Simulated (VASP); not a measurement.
Write the native input for VASP 6.6.1 that does the following.

```yaml
Task: single point
Functional: PBE
Potentials_or_basis: VASP PAW PBE potentials, release 64 (Sn_d, Ir)
Cutoff: 520 eV
k_mesh: 6 × 6 × 2
Occupations: gaussian, width 0.1 eV
Spin: collinear spin, ferromagnetic start
Starting_moments: "[0.0, 1.0, 1.0, 1.0] μB"
Dipole_correction: no
Further_INCAR_settings: ALGO = Normal; EDIFF = 1e-06; NBANDS = 32
```

The structure of SnIr3 lies in POSCAR:

```
SnIr3
1.0
    2.8249498765      0.0000000000      0.0000000000
    0.0000000000      2.8249498765      0.0000000000
    0.0000000000      0.0000000000      8.9414870545
Sn Ir
1 3
Direct
    0.0000000000      0.0000000000      0.0000000000
    0.0000000000      0.5000000000      0.7386521869
    0.5000000000      0.0000000000      0.2613478131
    0.0000000000      0.0000000000      0.5000000000
```

One way to write it, as run:

INCAR

```
SYSTEM = SnIr3
ALGO = Normal
EDIFF = 1E-6
ENCUT = 520
GGA = PE
ISIF = 2
ISMEAR = 0
ISPIN = 2
LASPH = .TRUE.
LCHARG = .FALSE.
LMAXMIX = 4
LORBIT = 11
LREAL = .FALSE.
LWAVE = .FALSE.
MAGMOM = 0 1 1 1
NBANDS = 32
NELM = 150
PREC = Accurate
SIGMA = 0.1
```

KPOINTS

```
k-points
0
G
  6 6 2
  0 0 0
```

Potentials or basis: VASP PAW PBE potentials, release 64 (Sn_d, Ir).

Run with:

```console
$ cat potpaw_PBE.64/Sn_d/POTCAR potpaw_PBE.64/Ir/POTCAR > POTCAR
$ mpirun -np 1 vasp_std > vasp.out
```

It gave:

The pressure is 0.3 GPa and the largest force is 0.085 eV/Å. The net moment is 1.04 μB per cell, the site moments are Sn -0.01; Ir +0.35, +0.30 μB and the valence electrons inside the program's atomic spheres are Sn 12.53; Ir 8.18, 8.17.

Caveat: the k points lie up to 0.37 Å⁻¹ apart.

Wall time 43 s on 1 thread of Intel(R) Xeon(R) 6975P-C (Granite Rapids), on a shared host, peak memory 0.26 GiB.
